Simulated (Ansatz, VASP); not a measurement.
**Two plane-wave programs on GeSe**

The input POSCAR:

```
GeSe
1.0
   11.0103044784      0.0000000000      0.0000000000
    0.0000000000      3.8043314846      0.0000000000
    0.0000000000      0.0000000000      4.5363774144
Ge Se
4 4
Direct
    0.1254375754      0.7500000000      0.8860310700
    0.6254375754      0.7500000000      0.6139689300
    0.3745624246      0.2500000000      0.3860310700
    0.8745624246      0.2500000000      0.1139689300
    0.8516134824      0.7500000000      0.4877997361
    0.3516134824      0.7500000000      0.0122002639
    0.6483865176      0.2500000000      0.9877997361
    0.1483865176      0.2500000000      0.5122002639
```

Contents of INCAR.step1:

```
PREC = Accurate ; ENCUT = 550
ISMEAR = 0 ; SIGMA = 0.01
LREAL = F ; LASPH = T
NELM = 120 ; NBANDS = 50
GGA = PE ; ALGO = Normal
EDIFF = 1E-5 ; LWAVE = T
LCHARG = F ; GGA_COMPAT = F
```

File INCAR.step2:

```
PREC = Accurate ; ENCUT = 550
EDIFF = 1E-6 ; ISMEAR = 0
SIGMA = 0.01 ; LREAL = F
LASPH = T ; NELM = 120
ALGO = Normal ; ISIF = 2
LWAVE = F ; LCHARG = T
METAGGA = R2SCAN ; LMIXTAU = T
LELF = T ; LVHAR = T
NBANDS = 50 ; ISTART = 1
GGA_COMPAT = F
```

File KPOINTS:

```
regular mesh
0
Gamma
  2 6 6
```

Input for Ansatz:

```yaml
crystal:
  lattice:
    - [11.0103044784, 0.0, 0.0]
    - [0.0, 3.8043314846, 0.0]
    - [0.0, 0.0, 4.5363774144]
  atoms:
    - { symbol: Ge, position: [0.1254375754, 0.75, 0.88603107] }
    - { symbol: Ge, position: [0.6254375754, 0.75, 0.61396893] }
    - { symbol: Ge, position: [0.3745624246, 0.25, 0.38603107] }
    - { symbol: Ge, position: [0.8745624246, 0.25, 0.11396893] }
    - { symbol: Se, position: [0.8516134824, 0.75, 0.4877997361] }
    - { symbol: Se, position: [0.3516134824, 0.75, 0.0122002639] }
    - { symbol: Se, position: [0.6483865176, 0.25, 0.9877997361] }
    - { symbol: Se, position: [0.1483865176, 0.25, 0.5122002639] }
kpoints:
  mp_grid: { grid: [2, 6, 6] }
  band_path:
    path:
      - [0.0, 0.0, 0.0]
      - [0.5, 0.0, 0.0]
      - [0.5, 0.5, 0.0]
      - [0.0, 0.5, 0.0]
      - [0.0, 0.0, 0.5]
      - [0.5, 0.0, 0.5]
      - [0.5, 0.5, 0.5]
      - [0.0, 0.5, 0.5]
    npoints: 1
hamiltonian:
  xc: r2scan
scf:
  occupations: { method: fixed }
  n_extra_bands: 6
output:
  forces: true
  stress: true
  eigenvalues: true
```

Alike in both runs: task single point; functional r2SCAN; k mesh 2 × 6 × 6; no spin polarisation.

|  | VASP | Ansatz |
| --- | --- | --- |
| version | VASP 6.6.1 | Ansatz 0.2.0 |
| potentials or method | VASP PAW PBE potentials, release 64 (Ge_d, Se) | plane waves, PAW |
| plane-wave cutoff (eV) | 550 | 500 |
| occupations | gaussian, width 0.01 eV | fixed |
| valence electrons in the cell | 80 | 120 |

|  | VASP | Ansatz | Ansatz less VASP |
| --- | --- | --- | --- |
| gap on the k mesh at the Fermi level (eV) | 1.04 | 1.04 | +0.003 |
| pressure (GPa) | 0.9 | 0.9 | -0.01 |
| rms of the force components (eV/Å) | 0.009 | 0.017 | +0.0078 |

VASP's potentials were made for PBE, not for r2SCAN. Atom by atom the forces differ by 0.009 eV/Å (rms over components). VASP's potentials hold 80 valence electrons a cell and Ansatz's 120, so a difference there can come from the potentials and not from the codes.
